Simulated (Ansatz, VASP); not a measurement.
**PtS2: VASP beside Ansatz**

Contents of INCAR:

```
SYSTEM = PtS2
ALGO = Normal
EDIFF = 1E-6
ENCUT = 520
GGA = CA
ISIF = 2
ISMEAR = -1
LASPH = .TRUE.
LCHARG = .FALSE.
LREAL = .FALSE.
LWAVE = .FALSE.
NBANDS = 18
NELM = 60
PREC = Accurate
SIGMA = 0.05
```

KPOINTS

```
k-points
0
G
  9 9 5
  0 0 0
```

Contents of POSCAR:

```
PtS2
1.0
    3.4708695004      0.0000000000      0.0000000000
   -1.7354347502      3.0058611606      0.0000000000
    0.0000000000      0.0000000000      4.9359384846
Pt S
1 2
Direct
    0.0000000000      0.0000000000      0.0000000000
    0.6666666667      0.3333333333      0.7730000000
    0.3333333333      0.6666666667      0.2270000000
```

input.yaml

```yaml
crystal:
  lattice:
    - [3.4708695004, 0.0, 0.0]
    - [-1.7354347502, 3.0058611606, 0.0]
    - [0.0, 0.0, 4.9359384846]
  atoms:
    - { symbol: Pt, position: [0.0, 0.0, 0.0] }
    - { symbol: S, position: [0.6666666667, 0.3333333333, 0.773] }
    - { symbol: S, position: [0.3333333333, 0.6666666667, 0.227] }
kpoints:
  mp_grid: { grid: [9, 9, 5] }
scf:
  occupations: { method: fermi_dirac, width: 0.05 }
hamiltonian:
  xc: lda
  pseudopotentials: { kind: all_electron, lapw: { basis_error: 0.002 } }
output:
  forces: true
  stress: true
  eigenvalues: true
```

Change from the starting cell: volume scaled by 0.94.

Alike in both runs: task single point; functional LDA; k mesh 9 × 9 × 5; occupations fermi-dirac, width 0.05 eV; no spin polarisation.

```csv
,VASP,Ansatz
version,VASP 6.6.1,Ansatz 0.2.0
potentials or method,"VASP PAW LDA potentials, release 64 (Pt, S), cutoff 520 eV","all-electron LAPW, scalar-relativistic"
```

|  | VASP | Ansatz | Ansatz less VASP |
| --- | --- | --- | --- |
| gap on the k mesh at the Fermi level (eV) | 0.98 | 0.97 | -0.005 |
| least direct gap on the mesh (eV) | 1.03 | 1.02 | -0.006 |
| pressure (GPa) | 15.2 | 15.3 | +0.11 |
| traceless stress, the component that is largest in VASP (GPa) | -3.91 | -3.94 | -0.036 |
| rms of the force components (eV/Å) | 0.868 | 0.869 | +0.0016 |

LDA's correlation is that of Perdew and Zunger in VASP and of Perdew and Wang (1992) in Ansatz. Atom by atom the forces differ by 0.002 eV/Å (rms over components). Ansatz ran all-electron here, and VASP with PAW potentials.

Neither program's run includes spin-orbit coupling.
